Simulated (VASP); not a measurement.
CoO: single point with PBE+U

Crystal: CoO.

```
Co O
1.0
     0.00000    2.24997    2.24997
     2.24997    0.00000    2.24997
     2.24997    2.24997    0.00000
Co O
1 1
Cartesian
  0.0000 0.0000 0.0000
  1.1250 1.1250 1.1250
```

```yaml
Program: VASP 6.6.1
Task: single point
Functional: PBE
Potentials_or_basis: VASP PAW PBE potentials, release 64 (Co_sv, O)
Cutoff: 600 eV
k_mesh: 16 × 16 × 16
Occupations: gaussian, width 0.05 eV
Spin: collinear spin, ferromagnetic start
Starting_moments: "[3.0, 0.0] μB"
Hubbard_terms: Co d U = 5.0 eV
Dipole_correction: no
Further_INCAR_settings: ALGO = Normal; EDIFF = 1e-06; NBANDS = 22
```

| Property | Result |
| --- | --- |
| Pressure | 13.5 GPa |
| Band gap on the k mesh | 0.61 eV |
| Net moment | 3.00 μB per cell |
| Site moments | Co +2.66; O +0.16 μB |
| Valence electrons inside the program's atomic spheres | Co 14.98; O 5.06 |

Levels at points of the mesh, in eV from the valence-band top:
Spin up:
| k point | band 10 | band 11 | band 12 | band 13 | band 14 | band 15 | band 16 | band 17 |
| --- | --- | --- | --- | --- | --- | --- | --- | --- |
| (0.00, 0.00, 0.00) | -3.56 | 0.00 | 0.00 | 0.00 | 0.61 | 14.63 | 14.63 | 14.63 |
| (0.50, 0.00, 0.00) | -3.61 | -3.61 | -0.84 | -0.84 | 6.18 | 7.49 | 13.82 | 13.82 |
| (0.50, 0.50, 0.00) | -3.28 | -2.54 | -2.54 | -2.31 | 5.14 | 10.62 | 11.32 | 14.80 |
Spin down:
| k point | band 7 | band 8 | band 9 | band 10 | band 11 | band 12 | band 13 | band 14 |
| --- | --- | --- | --- | --- | --- | --- | --- | --- |
| (0.00, 0.00, 0.00) | -3.68 | -3.68 | -1.95 | -1.95 | 1.33 | 5.15 | 5.15 | 5.15 |
| (0.50, 0.00, 0.00) | -3.97 | -3.97 | -1.28 | -1.28 | 2.88 | 4.28 | 4.28 | 6.78 |
| (0.50, 0.50, 0.00) | -3.56 | -3.56 | -1.62 | -0.96 | 1.32 | 3.78 | 3.78 | 7.76 |

Eigenvalues of the final occupation matrices:
| site | spin | trace | eigenvalues |
| --- | --- | --- | --- |
| site 1 d | 1 | 4.68 | 0.93 0.93 0.94 0.94 0.94 |
| site 1 d | 2 | 2.06 | 0.08 0.08 0.08 0.91 0.91 |

Run time: 3.9 min on 1 thread of Intel(R) Xeon(R) Platinum 8259CL CPU @ 2.50GHz (Skylake/Cascade Lake), with other jobs on the host, peak memory 0.26 GiB.

Caveat: the cell stands under pressure; a cell with one magnetic atom can't hold antiferromagnetic order, which such compounds often take. A k mesh can miss the band edges.
